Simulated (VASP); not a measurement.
Sn4P, 5 atoms in the cell. Symmetry: Im-3m, No. 229, cubic system. The conventional cell has a = 6.616 Å, b = 6.616 Å, c = 6.616 Å, α = 90.00°, β = 90.00°, γ = 90.00°. Within 3.8 Å of Sn (site symmetry -3m) lie 2 P at 2.86 Å and 6 Sn at 3.31 Å. Within 3.8 Å of P (site symmetry m-3m) lie 8 Sn at 2.86 Å. The cell was generated, and may not be a known phase.

| Property | Result |
| --- | --- |
| Program | VASP 6.6.1 |
| Task | single point |
| Functional | PBE |
| Potentials or basis | VASP PAW PBE potentials, release 64 (Sn_d, P) |
| Cutoff | 520 eV |
| k mesh | 8 × 8 × 8 |
| Occupations | gaussian, width 0.1 eV |
| Spin | no spin polarisation |
| Dipole correction | no |
| Further INCAR settings | ALGO = Normal; EDIFF = 1e-06; NBANDS = 38 |

Potentials or basis: VASP PAW PBE potentials, release 64 (Sn_d, P).

Launch:

```bash
$ cat potpaw_PBE.64/Sn_d/POTCAR potpaw_PBE.64/P/POTCAR > POTCAR
$ mpirun -np 1 vasp_std > vasp.out
```

Hardware: 1 thread of Intel Xeon 8259CL, on a shared host.

**Question.** How long does it take, and how much memory?

**Answer.** Wall time 6.1 min on 1 thread of Intel Xeon 8259CL, on a shared host, peak memory 0.38 GiB. Counts: scf iterations 14, k points 29.
